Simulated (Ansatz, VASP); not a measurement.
# One calculation of C, two programs

INCAR

```
PREC = Accurate ; ENCUT = 520
EDIFF = 1E-7 ; ISMEAR = -1
SIGMA = 0.05 ; LREAL = False
LASPH = True ; NELM = 80
ALGO = Normal ; ISIF = 2
LWAVE = False ; LCHARG = False
GGA = PE ; NBANDS = 26
```

File KPOINTS:

```
Automatic mesh
0
Gamma
  12 12 4
```

Contents of POSCAR:

```
C
1.0
    2.4880133891      0.0000000000      0.0000000000
   -1.2440066945      2.1546827999      0.0000000000
    0.0000000000      0.0000000000      8.1257741910
C
8
Direct
    0.6666666667      0.3333333333      0.8437500000
    0.3333333333      0.6666666667      0.3437500000
    0.6666666667      0.3333333333      0.6562500000
    0.3333333333      0.6666666667      0.1562500000
    0.0000000000      0.0000000000      0.9062500000
    0.0000000000      0.0000000000      0.4062500000
    0.0000000000      0.0000000000      0.5937500000
    0.0000000000      0.0000000000      0.0937500000
```

Contents of input.yaml:

```yaml
crystal:
  lattice:
    - [2.4880133891, 0.0, 0.0]
    - [-1.2440066945, 2.1546827999, 0.0]
    - [0.0, 0.0, 8.125774191]
  atoms:
    - { symbol: C, position: [0.6666666667, 0.3333333333, 0.84375] }
    - { symbol: C, position: [0.3333333333, 0.6666666667, 0.34375] }
    - { symbol: C, position: [0.6666666667, 0.3333333333, 0.65625] }
    - { symbol: C, position: [0.3333333333, 0.6666666667, 0.15625] }
    - { symbol: C, position: [0.0, 0.0, 0.90625] }
    - { symbol: C, position: [0.0, 0.0, 0.40625] }
    - { symbol: C, position: [0.0, 0.0, 0.59375] }
    - { symbol: C, position: [0.0, 0.0, 0.09375] }
kpoints:
  mp_grid: { grid: [12, 12, 4] }
scf:
  occupations: { method: fermi_dirac, width: 0.05 }
hamiltonian:
  xc: pbe
  pseudopotentials: { kind: all_electron, lapw: { basis_error: 0.001 } }
output:
  forces: true
  stress: true
  eigenvalues: true
```

Change from the starting cell: volume scaled by 0.96.

Alike in both runs: task single point; functional PBE; k mesh 12 × 12 × 4; occupations fermi-dirac, width 0.05 eV; no spin polarisation.

|  | VASP | Ansatz |
| --- | --- | --- |
| version | VASP 6.6.1 | Ansatz 0.2.0 |
| potentials or method | VASP PAW PBE potentials, release 64 (C), cutoff 520 eV | all-electron LAPW, scalar-relativistic |

Ansatz gave:

* gap on the k mesh at the Fermi level (eV): 4.52
* least direct gap on the mesh (eV): 5.28
* pressure (GPa): 21.7
* traceless stress, the component that is largest in VASP (GPa): 9.13
* rms of the force components (eV/Å): 0.201

Q: Estimate VASP's values.

A: gap on the k mesh at the Fermi level (eV): 4.51; least direct gap on the mesh (eV): 5.27; pressure (GPa): 22.5; traceless stress, the component that is largest in VASP (GPa): 9.13; rms of the force components (eV/Å): 0.201.

Atom by atom the forces differ by 0.000 eV/Å (rms over components). Ansatz ran all-electron here, and VASP with PAW potentials.
